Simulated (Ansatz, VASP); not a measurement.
One calculation of C, two programs

The input INCAR:

```
PREC     = Accurate       # precision mode
ENCUT    = 600            # plane-wave cutoff, eV
EDIFF    = 1E-6           # SCF threshold, eV
ISMEAR   = -1             # smearing method
SIGMA    = 5E-4           # smearing width, eV
LREAL    = F              # projectors in reciprocal space
LASPH    = T              # aspherical terms in the spheres
NELM     = 120            # most SCF steps
ALGO     = Normal         # electronic algorithm
ISIF     = 2              # what is computed and relaxed
LWAVE    = F              # write WAVECAR
LCHARG   = F              # write CHGCAR
GGA      = PE             # functional
NBANDS   = 11             # bands
GGA_COMPAT= F
```

KPOINTS

```
regular mesh
0
Gamma
  14 14 14
```

Contents of POSCAR:

```
C
1.0
    0.0000000000      1.7834500000      1.7834500000
    1.7834500000      0.0000000000      1.7834500000
    1.7834500000      1.7834500000      0.0000000000
C
2
Direct
    0.5000000000      0.5000000000      0.5000000000
    0.7500000000      0.7500000000      0.7500000000
```

Input for Ansatz:

```yaml
crystal:
  lattice:
    - [0.0, 1.78345, 1.78345]
    - [1.78345, 0.0, 1.78345]
    - [1.78345, 1.78345, 0.0]
  atoms:
    - { symbol: C, position: [0.5, 0.5, 0.5] }
    - { symbol: C, position: [0.75, 0.75, 0.75] }
hamiltonian:
  xc: pbe
  pseudopotentials: { kind: paw }
basis:
  ecutwfc: 420
kpoints:
  mp_grid: { grid: [14, 14, 14] }
scf:
  occupations: { method: fermi_dirac, width: 0.0005 }
  lower_state_search: "off"
  algorithm: density_mixing
  max_iter: 80
  mixing: {}
output:
  forces: true
  stress: true
```

Alike in both runs: task single point; functional PBE; k mesh 14 × 14 × 14; occupations fermi-dirac, width 0.0005 eV; no spin polarisation.

|  | VASP | Ansatz |
| --- | --- | --- |
| version | VASP 6.6.1 | Ansatz 0.2.0 |
| potentials or method | VASP PAW PBE potentials, release 64 (C), cutoff 600 eV | PAW, plane waves, scalar-relativistic |
| valence electrons in the cell | 8 | 8 |

|  | VASP | Ansatz | Ansatz less VASP |
| --- | --- | --- | --- |
| pressure (GPa) | 1.7 | 1.7 | 0.00 |

The functional is the same, so the differences come from potentials, cutoffs and numerics.
